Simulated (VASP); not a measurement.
Wanted: the native input for a VASP 6.6.1 run.

```
Task                   : single point
Functional             : PBE
Potentials or basis    : VASP PAW PBE potentials, release 64 (K_sv, Hf_pv, Se)
Cutoff                 : 520 eV
k mesh                 : 4 × 4 × 4
Occupations            : gaussian, width 0.1 eV
Spin                   : no spin polarisation
Dipole correction      : no
Further INCAR settings : ALGO = Normal; EDIFF = 1e-07; NBANDS = 32
```

The structure of K2HfSe3 lies in POSCAR:

```
K2HfSe3
1.0
    5.6163545898      0.0000000000      0.0000000000
    0.0000000000      5.6163545898      0.0000000000
    0.0000000000      0.0000000000      5.5697153683
K Hf Se
2 1 3
Direct
    0.5000000000      0.5000000000      0.0000000000
    0.5000000000      0.5000000000      0.5000000000
    0.0000000000      0.0000000000      0.0000000000
    0.5000000000      0.0000000000      0.0000000000
    0.0000000000      0.5000000000      0.0000000000
    0.0000000000      0.0000000000      0.5000000000
```

One way to write it, as run:

INCAR

```
PREC     = Accurate       # precision mode
ENCUT    = 520            # plane-wave cutoff, eV
EDIFF    = 1E-7           # SCF threshold, eV
ISMEAR   = 0              # smearing method
SIGMA    = 0.1            # smearing width, eV
LREAL    = F              # projectors in reciprocal space
LASPH    = T              # aspherical terms in the spheres
NELM     = 60             # most SCF steps
ALGO     = Normal         # electronic algorithm
ISIF     = 2              # what is computed and relaxed
LWAVE    = F              # write WAVECAR
LCHARG   = T              # write CHGCAR
GGA      = PE             # functional
LELF     = T              # ELF
LVHAR    = T            
NBANDS   = 32             # bands
```

KPOINTS

```
Automatic mesh
0
Gamma
  4 4 4
```

Potentials or basis: VASP PAW PBE potentials, release 64 (K_sv, Hf_pv, Se).

The run is started by

```bash
$ cat potpaw_PBE.64/K_sv/POTCAR potpaw_PBE.64/Hf_pv/POTCAR potpaw_PBE.64/Se/POTCAR > POTCAR
$ mpirun -np 1 vasp_std > vasp.out
```

Results of the run:

```json
{"Pressure": "-0.1 GPa", "Band gap on the k mesh": "0.08 eV, indirect (least direct gap 0.65 eV)"}
```

Caveat: spin-orbit coupling is left out, which moves the levels of the heavy elements.

Wall time 64 s on 1 thread of AMD EPYC 9R45 96-Core Processor (Zen 5), on a shared host, peak memory 0.28 GiB.
